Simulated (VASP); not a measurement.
A run of VASP 6.6.1 is set up as follows.

The input INCAR:

```
SYSTEM = Na
PREC = Accurate ; ENCUT = 520
EDIFF = 1E-7 ; ISMEAR = 0
SIGMA = 0.1 ; LREAL = .False.
LASPH = .True. ; NELM = 60
ALGO = Normal ; ISIF = 2
LWAVE = .False. ; LCHARG = .True.
GGA = PE ; LELF = .True.
LVHAR = .True. ; NBANDS = 10
```

KPOINTS

```
Automatic mesh
0
Gamma
  12 12 12
  0 0 0
```

File POSCAR:

```
Na
1.0
   -2.0852081250      2.0852081250      2.0216831250
    2.0852081250     -2.0852081250      2.0216831250
    2.0852081250      2.0852081250     -2.0216831250
Na
1
Direct
    0.0000000000      0.0000000000      0.0000000000
```

Potentials or basis: VASP PAW PBE potentials, release 64 (Na_pv).

Command:

```console
$ cat potpaw_PBE.64/Na_pv/POTCAR > POTCAR
$ mpirun -np 1 vasp_std > vasp.out
```

Task: Estimate the band gap on the k mesh.

Result: Zero (an odd number of electrons rules out a gap without spin polarisation).

Task: What does it give for the pressure?

Result: 0.4 GPa.

Stress tensor (GPa, compression positive):
```
0.48 0.00 0.00
0.00 0.48 0.00
0.00 0.00 0.33
```

Caveat: the cell differs from its parent crystal (strained).
